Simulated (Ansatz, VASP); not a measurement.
La2O3 in VASP and in Ansatz

INCAR

```
PREC = Accurate
ENCUT = 520
EDIFF = 1E-6
ISMEAR = 0
SIGMA = 0.1
LREAL = False
LASPH = True
NELM = 80
ALGO = Normal
ISIF = 2
LWAVE = False
LCHARG = False
GGA = PE
NBANDS = 28
```

KPOINTS

```
Automatic mesh
0
Gamma
  6 6 6
```

POSCAR

```
La2O3
1.0
   -1.9484502800      3.2562407900      4.1718824400
    1.9484502800     -3.2562407900      4.1718824400
    1.9484502800      3.2562407900     -4.1718824400
La O
2 3
Direct
    0.2240831300      0.7240831300      0.5000000000
    0.7759168700      0.2759168700      0.5000000000
    0.7955666400      0.0000000000      0.7955666400
    0.5000000000      0.5000000000      0.0000000000
    0.2044333600      0.0000000000      0.2044333600
```

Input for Ansatz:

```yaml
crystal:
  lattice:
    - [-1.94845028, 3.25624079, 4.17188244]
    - [1.94845028, -3.25624079, 4.17188244]
    - [1.94845028, 3.25624079, -4.17188244]
  atoms:
    - { symbol: La, position: [0.22408313, 0.72408313, 0.5] }
    - { symbol: La, position: [0.77591687, 0.27591687, 0.5] }
    - { symbol: O, position: [0.79556664, 0.0, 0.79556664] }
    - { symbol: O, position: [0.5, 0.5, 0.0] }
    - { symbol: O, position: [0.20443336, 0.0, 0.20443336] }
basis:
  ecutwfc: 420
kpoints:
  mp_grid: { grid: [6, 6, 6] }
hamiltonian:
  xc: pbe
scf:
  occupations: { method: gaussian, width: 0.1 }
  lower_state_search: "off"
output:
  forces: true
  stress: true
  eigenvalues: true
```

Change from the starting cell: species swapped into the Ba2Bi3 type (Immm, No. 71).

Alike in both runs: task single point; functional PBE; k mesh 6 × 6 × 6; occupations gaussian, width 0.1 eV; no spin polarisation.

|  | VASP | Ansatz |
| --- | --- | --- |
| version | VASP 6.6.1 | Ansatz 0.2.0 |
| potentials or method | VASP PAW PBE potentials, release 64 (La, O), cutoff 520 eV | scalar-relativistic, plane waves, PAW |
| valence electrons in the cell | 40 | 40 |

```csv
,VASP,Ansatz,Ansatz less VASP
gap on the k mesh at the Fermi level (eV),none,none,-
pressure (GPa),-20.2,-20.1,+0.14
"traceless stress, the component that is largest in VASP (GPa)",-31.19,-31.22,-0.030
rms of the force components (eV/Å),0.503,0.502,-0.0012
```

Atom by atom the forces differ by 0.001 eV/Å (rms over components). A gap of «none» marks a metal or a gap that the smearing closes.

Neither program's run includes spin-orbit coupling.
